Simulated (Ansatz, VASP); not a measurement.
Two plane-wave programs on PbS

```
Pb S
1.0
     0.00000    3.47428    3.30098
     3.47428    0.00000    3.30098
     3.47428    3.47428    0.00000
Pb S
1 1
Direct
  0.00000 0.00000 0.00000
  0.25000 0.25000 0.25000
```

Change from the starting cell: biaxial_xy strain +5.2%.

Alike in both runs: task single point; functional HSE06; k mesh 4 × 4 × 4; no spin polarisation.

```csv
,VASP,Ansatz
version,VASP 6.6.1,Ansatz 0.2.0
potentials or method,"VASP PAW PBE potentials, release 64 (Pb_d, S)","plane waves, PAW"
plane-wave cutoff (eV),520,420
occupations,"gaussian, width 0.01 eV",fixed
valence electrons in the cell,20,20
```

|  | VASP | Ansatz | Ansatz less VASP |
| --- | --- | --- | --- |
| gap on the k mesh at the Fermi level (eV) | 1.39 | 1.39 | -0.001 |
| pressure (GPa) | -3.2 | -3.2 | +0.05 |
| traceless stress, the component that is largest in VASP (GPa) | 0.32 | 0.32 | -0.001 |

Ansatz's warnings: stress exchange threshold loose, stress scf threshold loose.

Neither program's run includes spin-orbit coupling.
